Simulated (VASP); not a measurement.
Here is a VASP 6.6.1 calculation.

Contents of INCAR:

```
SYSTEM = Pt
ALGO     = Normal         ! electronic algorithm
EDIFF    = 1E-6           ! SCF threshold, eV
ENCUT    = 520            ! plane-wave cutoff, eV
GGA      = PE             ! functional
ISIF     = 2              ! what is computed and relaxed
ISMEAR   = -1             ! smearing method
ISPIN    = 2              ! spin polarisation
LASPH    = .TRUE.         ! aspherical terms in the spheres
LCHARG   = .FALSE.        ! write CHGCAR
LMAXMIX  = 4              ! l up to which the mixer works
LORBIT   = 11             ! projections on sites
LREAL    = .FALSE.        ! projectors in reciprocal space
LWAVE    = .FALSE.        ! write WAVECAR
MAGMOM   = 1 1 1 1        ! initial moments
NBANDS   = 32             ! bands
NELM     = 150            ! most SCF steps
PREC     = Accurate       ! precision mode
SIGMA    = 0.05           ! smearing width, eV
```

KPOINTS

```
k-points
0
G
  13 13 4
  0 0 0
```

The input POSCAR:

```
Pt
1.0
    2.7832511117      0.0000000000      0.0000000000
   -1.3916255559      2.4103661679      0.0000000000
    0.0000000000      0.0000000000      9.3568750714
Pt
4
Direct
    0.0000000000      1.0000000000      1.0000000000
    0.0000000000      1.0000000000      0.5000000000
    0.3333333333      0.6666666667      0.2500000000
    0.6666666667      0.3333333333      0.7500000000
```

Potentials or basis: VASP PAW PBE potentials, release 64 (Pt).

Launch:

```bash
$ cat potpaw_PBE.64/Pt/POTCAR > POTCAR
$ mpirun -np 1 vasp_std > vasp.out
```

What does it give for the pressure?

-0.5 GPa.

Estimate the net moment.

0.00 μB per cell.

Stress tensor (GPa, compression positive):
```
-0.45  0.00  0.00
 0.00 -0.45  0.00
 0.00  0.00 -0.56
```
